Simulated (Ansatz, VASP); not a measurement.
Two plane-wave programs on GaAs

The input INCAR:

```
ALGO = Normal
EDIFF = 1E-6
ENCUT = 500
GGA = PE
GGA_COMPAT = False
ISIF = 2
ISMEAR = 0
LASPH = True
LCHARG = False
LREAL = False
LWAVE = False
NBANDS = 16
NELM = 120
PREC = Accurate
SIGMA = 0.05
```

File KPOINTS:

```
k-points
0
Gamma
  8 8 8
```

File POSCAR:

```
GaAs
1.0
    0.0000000000      2.8722329385      2.8722329385
    2.8722329385      0.0000000000      2.8722329385
    2.8722329385      2.8722329385      0.0000000000
Ga As
1 1
Direct
    0.0000000000      0.0000000000      0.0000000000
    0.7500000000      0.7500000000      0.7500000000
```

Input for Ansatz:

```yaml
crystal:
  lattice:
    - [0.0, 2.8722329385, 2.8722329385]
    - [2.8722329385, 0.0, 2.8722329385]
    - [2.8722329385, 2.8722329385, 0.0]
  atoms:
    - { symbol: Ga, position: [0.0, 0.0, 0.0] }
    - { symbol: As, position: [0.75, 0.75, 0.75] }
basis:
  ecutwfc: 420
  ecutrho_ratio: 4
kpoints:
  mp_grid: { grid: [8, 8, 8] }
hamiltonian:
  xc: pbe
scf:
  occupations: { method: gaussian, width: 0.05 }
output:
  forces: true
  stress: true
  eigenvalues: true
```

Alike in both runs: task single point; functional PBE; k mesh 8 × 8 × 8; occupations gaussian, width 0.05 eV; no spin polarisation.

|  | VASP | Ansatz |
| --- | --- | --- |
| version | VASP 6.6.1 | Ansatz 0.2.0 |
| potentials or method | VASP PAW PBE potentials, release 64 (Ga_d, As), cutoff 500 eV | scalar-relativistic, plane waves, PAW |
| valence electrons in the cell | 18 | 28 |

```tsv
	VASP	Ansatz	Ansatz less VASP
gap on the k mesh at the Fermi level (eV)	0.17	0.16	-0.003
least direct gap on the mesh (eV)	0.17	0.16	-0.003
pressure (GPa)	0.1	0.0	-0.15
```

VASP's potentials hold 18 valence electrons a cell and Ansatz's 28, so a difference there can come from the potentials and not from the codes.
